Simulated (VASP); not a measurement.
# CO2 (P4_12_12) in VASP: a series of runs

CO2 is run at these levels: PBEsol, r2SCAN; tasks: electric field gradients.

All numbers are computed with VASP 6.6.1; they aren't measurements. Logs are shortened: lines on timing, memory, paths and dates and some standing lists are left out, and cuts for length are marked.

## 1. The cell of the first run

The typed cell holds 12 atoms: a = 4.335 Å, b = 4.335 Å, c = 6.102 Å, α = 90.00°, β = 90.00°, γ = 90.00°.

## 2. Electric field gradients, PBEsol

Input file INCAR:

```
SYSTEM = CO2
ALGO = Normal
EDIFF = 1E-8
ENCUT = 520
GGA = PS
ISIF = 2
ISMEAR = -1
LASPH = .True.
LCHARG = .False.
LEFG = .True.
LREAL = .False.
LWAVE = .False.
NBANDS = 44
NELM = 100
PREC = Accurate
SIGMA = 0.02
```

Input file KPOINTS:

```
k-points
0
Gamma
  5 5 4
  0 0 0
```

Input file POSCAR:

```
CO2
1.0
    4.3350000000      0.0000000000      0.0000000000
    0.0000000000      4.3350000000      0.0000000000
    0.0000000000      0.0000000000      6.1020000000
C O
4 8
Direct
    0.4997865440      0.4997865440      0.0000000000
    0.0002134560      0.9997865440      0.2500000000
    0.5002134560      0.5002134560      0.5000000000
    0.9997865440      0.0002134560      0.7500000000
    0.1891364613      0.1889508913      0.2500754261
    0.3110491087      0.6891364613      0.5000754261
    0.8108635387      0.8110491087      0.7500754261
    0.6889508913      0.3108635387      0.0000754261
    0.6891364613      0.3110491087      0.4999245739
    0.8110491087      0.8108635387      0.2499245739
    0.3108635387      0.6889508913      0.9999245739
    0.1889508913      0.1891364613      0.7499245739
```

Potentials or basis: VASP PAW PBE potentials, release 64 (C, O).

Command:

```
cat potpaw_PBE.64/C/POTCAR potpaw_PBE.64/O/POTCAR > POTCAR
mpirun -np 1 vasp_std > vasp.out
```

OUTCAR:

```text
SYSTEM = CO2
   EDIFF = 1E-8
   ENCUT = 520
   GGA = PS
   ISIF = 2
   ISMEAR = -1
   LASPH = .True.
   LREAL = .False.
   NELM = 100
   PREC = Accurate

 ion  position               nearest neighbor table
   1  0.500  0.500  0.000-   8 1.16  11 1.16
   2  0.000  1.000  0.250-   5 1.16  10 1.16
   3  0.500  0.500  0.500-   6 1.16   9 1.16
   4  1.000  0.000  0.750-   7 1.16  12 1.16
   5  0.189  0.189  0.250-   2 1.16
   6  0.311  0.689  0.500-   3 1.16
   7  0.811  0.811  0.750-   4 1.16
   8  0.689  0.311  0.000-   1 1.16
   9  0.689  0.311  0.500-   3 1.16
  10  0.811  0.811  0.250-   2 1.16
  11  0.311  0.689  1.000-   1 1.16
  12  0.189  0.189  0.750-   4 1.16

  LATTYP: Found a simple tetragonal cell.
 ALAT       =     4.3350000000
 C/A-ratio  =     1.4076124567

  Lattice vectors:

 A1 = (   4.3350000000,   0.0000000000,   0.0000000000)
 A2 = (   0.0000000000,   4.3350000000,   0.0000000000)
 A3 = (   0.0000000000,   0.0000000000,   6.1020000000)

Analysis of symmetry for initial positions (statically):
=====================================================================
 Subroutine PRICEL returns:
 Original cell was already a primitive cell.

 Routine SETGRP: Setting up the symmetry group for a
 simple tetragonal supercell.

 Subroutine GETGRP returns: Found  8 space group operations
 (whereof  2 operations were pure point group operations)
 out of a pool of 16 trial point group operations.

The static configuration has the point symmetry C_2 .
 The point group associated with its full space group is D_4 .

Analysis of symmetry for dynamics (positions and initial velocities):
=====================================================================
 Subroutine PRICEL returns:
 Original cell was already a primitive cell.

 Routine SETGRP: Setting up the symmetry group for a
 simple tetragonal supercell.

 Subroutine GETGRP returns: Found  8 space group operations
 (whereof  2 operations were pure point group operations)
 out of a pool of 16 trial point group operations.

The dynamic configuration has the point symmetry C_2 .
 The point group associated with its full space group is D_4 .

 Subroutine INISYM returns: Found  8 space group operations
 (whereof  2 operations are pure point group operations),
 and found     1 'primitive' translations

----------------------------------------------------------------------------------------

                                     Primitive cell

  volume of cell :     114.6702

  direct lattice vectors                    reciprocal lattice vectors
     4.335000000  0.000000000  0.000000000     0.230680507  0.000000000  0.000000000
     0.000000000  4.335000000  0.000000000     0.000000000  0.230680507  0.000000000
     0.000000000  0.000000000  6.102000000     0.000000000  0.000000000  0.163880695

  length of vectors
     4.335000000  4.335000000  6.102000000     0.230680507  0.230680507  0.163880695

  position of ions in fractional coordinates (direct lattice)
     0.499786544  0.499786544  0.000000000
     0.000213456  0.999786544  0.250000000
     0.500213456  0.500213456  0.500000000
     0.999786544  0.000213456  0.750000000
     0.189136461  0.188950891  0.250075426
     0.311049109  0.689136461  0.500075426
     0.810863539  0.811049109  0.750075426
     0.688950891  0.310863539  0.000075426
     0.689136461  0.311049109  0.499924574
     0.811049109  0.810863539  0.249924574
     0.310863539  0.688950891  0.999924574
     0.188950891  0.189136461  0.749924574

  ion indices of the primitive-cell ions
   primitive index   ion index
                 1           1
                 2           2
                 3           3
                 4           4
                 5           5
                 6           6
                 7           7
                 8           8
                 9           9
                10          10
                11          11
                12          12

----------------------------------------------------------------------------------------

 KPOINTS: k-points

Automatic generation of k-mesh.
 Grid dimensions read from file:
 generate k-points for:    5    5    4

 Generating k-lattice:
[... 44 lines left out ...]
   NGXF,Y,Z  is equivalent  to a cutoff of  24.54, 24.54, 26.15 a.u.
 SYSTEM =  CO2
   PREC   = accura    normal or accurate (medium, high low for compatibility)
   ISTART =      0    job   : 0-new  1-cont  2-samecut
   ICHARG =      2    charge: 1-file 2-atom 10-const
   ISPIN  =      1    spin polarized calculation?
   LNONCOLLINEAR =      F non collinear calculations
   LSORBIT =      F    spin-orbit coupling
   LASPH  =      T    aspherical Exc in radial PAW
   ENCUT  =  520.0 eV  38.22 Ry    6.18 a.u.   8.06  8.06 11.35*2*pi/ulx,y,z
   NELM   =    100;   NELMIN=  2; NELMDL= -5     # of ELM steps
   EDIFF  = 0.1E-07   stopping-criterion for ELM
   LREAL  =      F    real-space projection
   EDIFFG = 0.1E-06   stopping-criterion for IOM
   NSW    =      0    number of steps for IOM
   IBRION =     -1    ionic relax: 0-MD 1-quasi-New 2-CG
   NFREE  =      0    steps in history (QN), initial steepest desc. (CG)
   ISIF   =      2    stress and relaxation
   ISYM   =      2    0-nonsym 1-usesym 2-fastsym
   POTIM  = 0.5000    time-step for ionic-motion
   TEBEG  =    0.0;   TEEND  =   0.0 temperature during run
   PSTRESS=    0.0 pullay stress
   NELECT =      64.0000    total number of electrons
   NUPDOWN=      -1.0000    fix difference up-down
   EMIN   =  10.00;   EMAX   =-10.00  energy-range for DOS
   EFERMI =   0.00;   METHOD = LEGACY
   ISMEAR =    -1;   SIGMA  =   0.02  broadening in eV -4-tet -1-fermi 0-gaus
   EFERMI_NEDOS =   21; number of points for ismear=-14 and -15
   IALGO  =     38    algorithm
   IMIX   =      4    mixing-type and parameters
     AMIX     =   0.40;   BMIX     =  1.00
     AMIX_MAG =   1.60;   BMIX_MAG =  1.00
  volume/ion in A,a.u.               =       9.56        64.49
  Fermi-wavevector in a.u.,A,eV,Ry     =   1.347880  2.547125 24.718813  1.816782
  Thomas-Fermi vector in A             =   2.475595
   LORBIT       =      0    0 simple, 1 ext, 2 COOP (PROOUT), +10 PAW based schemes
   GGA     = PS    functional components
   LHFCALC =     F    Hartree Fock is set to
   AEXX    =    0.0000 exact exchange contribution
   IVDW    =     0    specifies the selected vdW correction
   LEPSILON=     F    determine dielectric tensor
   LRPA    =     F    only Hartree local field effects (RPA)
 non-spin polarized calculation
  energy-cutoff  :      520.00
  volume of cell :      114.67
 maximum number of plane-waves:      3106
   NGX = 17   NGY = 17   NGZ = 23

 number of electron      63.9999979 magnetization

 Free energy of the ion-electron system (eV)
  ---------------------------------------------------
  ext. energy  EPLUGINS =         0.00000000
  ---------------------------------------------------
  free energy    TOTEN  =       -93.22169758 eV

  energy without entropy =      -93.22169758  energy(sigma->0) =      -93.22169758

 E-fermi :   0.4017     XC(G=0): -10.3567

 val. band max:       -0.0576684176   @ k =   0.0000   0.0000   0.0000
 cond. band min:       6.3887697297   @ k =   0.4000   0.4000   0.0000
 fundamental gap:      6.4464381474
 Fermi energy:         0.4016591685

 k-point     1 :       0.0000    0.0000    0.0000
  band No.  band energies     occupation
      1     -22.1108      2.00000
      2     -21.3507      2.00000
      3     -21.3507      2.00000
      4     -20.9368      2.00000
      5     -20.4278      2.00000
      6     -20.4278      2.00000
[... 835 lines left out ...]
     43      11.3414      0.00000
     44      11.3414      0.00000

------------------------ aborting loop because EDIFF is reached ----------------------------------------

  FORCE on cell =-STRESS in cart. coord.  units (eV):
  Direction    XX          YY          ZZ          XY          YZ          ZX
  --------------------------------------------------------------------------------------
  -------------------------------------------------------------------------------------
  Total       13.6714209     13.6714209     10.8117674      0.0000000      0.0000000     -0.0000000
  in kB      191.0177957    191.0177957    151.0625704      0.0000000      0.0000000     -0.0000000
  external PRESSURE =     177.6993873 kB  Pullay stress =       0.0000000 kB

 VOLUME and BASIS-vectors are now :
 -----------------------------------------------------------------------------
  energy-cutoff  :      520.00
  volume of cell :      114.67
      direct lattice vectors                 reciprocal lattice vectors
     4.335000000  0.000000000  0.000000000     0.230680507  0.000000000  0.000000000
     0.000000000  4.335000000  0.000000000     0.000000000  0.230680507  0.000000000
     0.000000000  0.000000000  6.102000000     0.000000000  0.000000000  0.163880695

 POSITION                                       TOTAL-FORCE (eV/Angst)
 -----------------------------------------------------------------------------------
      2.16657      2.16657      0.00000         0.004826      0.004826      0.000000
      0.00093      4.33407      1.52550        -0.004826      0.004826      0.000000
      2.16843      2.16843      3.05100        -0.004826     -0.004826      0.000000
      4.33407      0.00093      4.57650         0.004826     -0.004826      0.000000
      0.81991      0.81910      1.52596         0.534289      0.531894     -0.000385
      1.34840      2.98741      3.05146        -0.531894      0.534289     -0.000385
      3.51509      3.51590      4.57696        -0.534289     -0.531894     -0.000385
      2.98660      1.34759      0.00046         0.531894     -0.534289     -0.000385
      2.98741      1.34840      3.05054         0.534289     -0.531894      0.000385
      3.51590      3.51509      1.52504        -0.531894     -0.534289      0.000385
      1.34759      2.98660      6.10154        -0.534289      0.531894      0.000385
      0.81910      0.81991      4.57604         0.531894      0.534289      0.000385
 -----------------------------------------------------------------------------------
    total drift:                                0.000000     -0.000000     -0.000000

  FREE ENERGIE OF THE ION-ELECTRON SYSTEM (eV)
  ---------------------------------------------------
  free  energy   TOTEN  =       -93.2216975790 eV

  energy  without entropy=      -93.2216975790  energy(sigma->0) =      -93.22169758

 Electric field gradients (V/A^2)
---------------------------------------------------------------------
 ion       V_xx      V_yy      V_zz      V_xy      V_xz      V_yz
---------------------------------------------------------------------
   1     -12.934   -12.934    25.867    37.418    -0.020     0.020
   2     -12.934   -12.934    25.867   -37.418    -0.020    -0.020
   3     -12.934   -12.934    25.867    37.418     0.020    -0.020
   4     -12.934   -12.934    25.867   -37.418     0.020     0.020
   5      12.586    12.990   -25.576    53.203     0.022     0.022
   6      12.990    12.586   -25.576   -53.203    -0.022     0.022
   7      12.586    12.990   -25.576    53.203    -0.022    -0.022
   8      12.990    12.586   -25.576   -53.203     0.022    -0.022
   9      12.586    12.990   -25.576   -53.203    -0.022     0.022
  10      12.990    12.586   -25.576    53.203     0.022     0.022
  11      12.586    12.990   -25.576   -53.203     0.022    -0.022
  12      12.990    12.586   -25.576    53.203    -0.022    -0.022
---------------------------------------------------------------------

 Electric field gradients after diagonalization (V/A^2)
 (convention: |V_zz| > |V_xx| > |V_yy|)
----------------------------------------------------------------------
 ion       V_xx      V_yy      V_zz     asymmetry (V_yy - V_xx)/ V_zz
----------------------------------------------------------------------
   1      25.867    24.484   -50.352       0.027
   2      25.867    24.484   -50.352       0.027
   3      25.867    24.484   -50.352       0.027
   4      25.867    24.484   -50.352       0.027
   5     -40.415   -25.576    65.991       0.225
   6     -40.415   -25.576    65.991       0.225
   7     -40.415   -25.576    65.991       0.225
   8     -40.415   -25.576    65.991       0.225
   9     -40.415   -25.576    65.991       0.225
  10     -40.415   -25.576    65.991       0.225
  11     -40.415   -25.576    65.991       0.225
  12     -40.415   -25.576    65.991       0.225
----------------------------------------------------------------------

           NMR quadrupolar parameters

 Cq : quadrupolar parameter    Cq=e*Q*V_zz/h
 eta: asymmetry parameters     (V_yy - V_xx)/ V_zz
 Q  : nuclear electric quadrupole moment in mb (millibarn)
----------------------------------------------------------------------
 ion       Cq(MHz)       eta       Q (mb)
----------------------------------------------------------------------
   1      -0.122       0.027       1.000
   2      -0.122       0.027       1.000
   3      -0.122       0.027       1.000
   4      -0.122       0.027       1.000
   5       0.160       0.225       1.000
   6       0.160       0.225       1.000
   7       0.160       0.225       1.000
   8       0.160       0.225       1.000
   9       0.160       0.225       1.000
  10       0.160       0.225       1.000
  11       0.160       0.225       1.000
  12       0.160       0.225       1.000
----------------------------------------------------------------------
```

Run time: 57 s. Hardware: 1 thread of Intel Xeon Platinum 8488C (Sapphire Rapids), shared host; peak memory 0.23 GiB.

What came out:

```yaml
Free_energy: -93.2217 eV
Pressure: 17.8 GPa
Largest_force: 0.754 eV/Å
Band_gap_on_the_k_mesh: 6.45 eV
```

Forces on the atoms (eV/Å):
```
C    0.005  0.005  0.000
C   -0.005  0.005  0.000
C   -0.005 -0.005  0.000
C    0.005 -0.005  0.000
O    0.534  0.532  0.000
O   -0.532  0.534  0.000
O   -0.534 -0.532  0.000
O    0.532 -0.534  0.000
O    0.534 -0.532  0.000
O   -0.532 -0.534  0.000
O   -0.534  0.532  0.000
O    0.532  0.534  0.000
```

Stress tensor (GPa, compression positive):
```
19.10  0.00  0.00
 0.00 19.10  0.00
 0.00  0.00 15.11
```

Levels at points of the mesh, in eV from the valence-band top:
```tsv
k point	band 28	band 29	band 30	band 31	band 32	band 33	band 34	band 35	band 36	band 37
(0.00, 0.00, 0.00)	-1.54	-1.54	-0.75	-0.75	0.00	6.74	6.76	6.76	7.31	7.80
(0.00, 0.00, 0.50)	-1.19	-1.19	-1.19	-0.44	-0.44	6.74	6.74	8.04	8.04	8.04
```

Electric field gradients, principal values (V/Å²):
| atom | least | middle | greatest (by size) |
| --- | --- | --- | --- |
| 1 C | 24.484 | 25.867 | -50.352 |
| 2 C | 24.484 | 25.867 | -50.352 |
| 3 C | 24.484 | 25.867 | -50.352 |
| 4 C | 24.484 | 25.867 | -50.352 |
| 5 O | -25.576 | -40.415 | 65.991 |
| 6 O | -25.576 | -40.415 | 65.991 |
| 7 O | -25.576 | -40.415 | 65.991 |
| 8 O | -25.576 | -40.415 | 65.991 |
| 9 O | -25.576 | -40.415 | 65.991 |
| 10 O | -25.576 | -40.415 | 65.991 |
| 11 O | -25.576 | -40.415 | 65.991 |
| 12 O | -25.576 | -40.415 | 65.991 |

Caveat: without QUAD_EFG the Cq values of the log hold for a quadrupole moment of 1 mb, not for the nuclei; the PAW data sets were made with another functional, which shifts forces and pressure a little.

(Part 1 of 2 ends here.)
